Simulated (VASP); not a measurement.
# In4Ga4As7 (a cell with a defect): single point with PBEsol

System: In4Ga4As7 (a cell with a defect).

```
In Ga As
1.0
     0.00000    8.28823    0.00000
    -8.28823    0.00000    0.00000
     4.14412   -4.14412    5.90400
In Ga As
4 4 7
Cartesian
  -0.4345 0.0000 3.1475
  0.0857 4.1441 2.8721
  -3.7096 0.0000 3.1475
  -4.2298 4.1441 2.8721
  -6.2162 6.4965 0.1562
  -6.2162 1.7917 0.1562
  -2.0721 6.1296 -0.0979
  -2.0721 2.1586 -0.0979
  -2.0721 4.1441 4.4011
  2.0721 0.0000 4.3313
  2.0721 4.1441 4.5502
  -4.0937 2.0117 1.3603
  -4.0937 6.2765 1.3603
  -0.0504 2.0117 1.3603
  -0.0504 6.2765 1.3603
```

This cell differs from its parent crystal: atoms taken out, then relaxed in part.

| Item | Value |
| --- | --- |
| Program | VASP 6.6.1 |
| Task | single point |
| Functional | PBEsol |
| Potentials or basis | VASP PAW PBE potentials, release 64 (In_d, Ga_d, As) |
| Cutoff | 520 eV |
| k mesh | 4 × 4 × 4 |
| Occupations | gaussian, width 0.1 eV |
| Spin | no spin polarisation |
| Dipole correction | no |
| Further INCAR settings | LREAL = Auto; ALGO = Normal; EDIFF = 1e-07; NBANDS = 82 |

```yaml
Pressure: -1.5 GPa
Largest_force: 0.019 eV/Å
Band_gap_on_the_k_mesh: zero (an odd number of electrons rules out a gap without spin polarisation)
```

Forces in eV/Å, atoms in the order of the input:
```
In   0.015  0.000  0.004
In   0.003  0.000  0.007
In  -0.015  0.000  0.004
In  -0.003  0.000  0.007
Ga   0.000 -0.010 -0.004
Ga   0.000  0.010 -0.004
Ga   0.000  0.003  0.005
Ga   0.000 -0.003  0.005
As   0.000  0.000 -0.012
As   0.000  0.000 -0.019
As   0.000  0.000  0.008
As   0.003  0.000  0.000
As   0.003  0.000  0.000
As  -0.003  0.000  0.000
As  -0.003  0.000  0.000
```

Stress tensor (GPa, compression positive):
```
-2.88  0.00  0.00
 0.00 -0.29  0.00
 0.00  0.00 -1.22
```

Levels at points of the mesh, in eV from the Fermi level:
| k point | band 67 | band 68 | band 69 | band 70 | band 71 | band 72 | band 73 | band 74 |
| --- | --- | --- | --- | --- | --- | --- | --- | --- |
| (0.00, 0.00, 0.00) | -0.74 | -0.70 | -0.62 | -0.21 | 0.16 | 0.35 | 0.77 | 0.93 |
| (0.50, 0.00, 0.00) | -1.47 | -1.02 | -0.91 | -0.18 | 0.68 | 1.02 | 1.40 | 1.57 |
| (0.00, 0.50, 0.50) | -1.32 | -1.05 | -0.83 | -0.83 | 0.83 | 1.24 | 1.32 | 1.59 |
| (0.50, 0.50, 0.00) | -1.38 | -1.31 | -1.07 | -1.03 | 1.18 | 1.38 | 1.75 | 1.83 |
| (0.00, 0.00, 0.50) | -1.47 | -1.40 | -1.04 | -0.40 | 1.14 | 1.33 | 1.48 | 1.63 |

Wall time 16 min on 1 thread of Intel(R) Xeon(R) Platinum 8488C (Sapphire Rapids) (shared host), peak memory 0.77 GiB.

Caveat: the cell differs from its parent crystal (atoms taken out, then relaxed in part); the PAW data sets were made with another functional, which shifts forces and pressure a little; spin-orbit coupling is left out, which moves the levels of the heavy elements.
